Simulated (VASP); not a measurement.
**Cd: single point with PBEsol**

The system is Cd.

```xyz
2
Lattice="2.9589 0.0000 0.0000 -1.4794 2.5625 0.0000 0.0000 0.0000 5.5799" Properties=species:S:1:pos:R:3 pbc="T T T"
Cd    1.4794    0.8542    4.1850
Cd    0.0000    1.7083    1.3950
```

```
Program             : VASP 6.6.1
Task                : single point
Functional          : PBEsol
Potentials or basis : VASP PAW PBE potentials, release 64 (Cd)
Cutoff              : 520 eV
k mesh              : 10 × 10 × 5
Occupations         : fermi-dirac, width 0.05 eV
Spin                : no spin polarisation
```

```json
{
  "Pressure": "-0.1 GPa",
  "Band gap on the k mesh": "zero (band 12 reaches 3.97 eV, above the bottom of band 13 at -0.09 eV)"
}
```

Stress tensor (GPa, compression positive):
```
 0.40  0.00  0.00
 0.00  0.40  0.00
 0.00  0.00 -0.96
```

Levels at points of the mesh, in eV from the Fermi level:
```
           k point  band 8  band 9  band 10  band 11  band 12  band 13  band 14  band 15  band 16  band 17
(0.00, 0.00, 0.00)   -8.54   -8.54    -8.27    -8.27    -3.01    -2.87    10.82    14.70    15.23    15.23
(0.50, 0.00, 0.00)   -8.31   -8.00    -7.97    -2.26    -1.71     2.16     3.18     3.43     5.45     8.61
```

Run time: 17 s on 1 thread of Intel(R) Xeon(R) Platinum 8375C CPU @ 2.90GHz (Ice Lake), on a shared host, peak memory 0.17 GiB.

Caveat: the PAW data sets were made with another functional, which shifts forces and pressure a little.
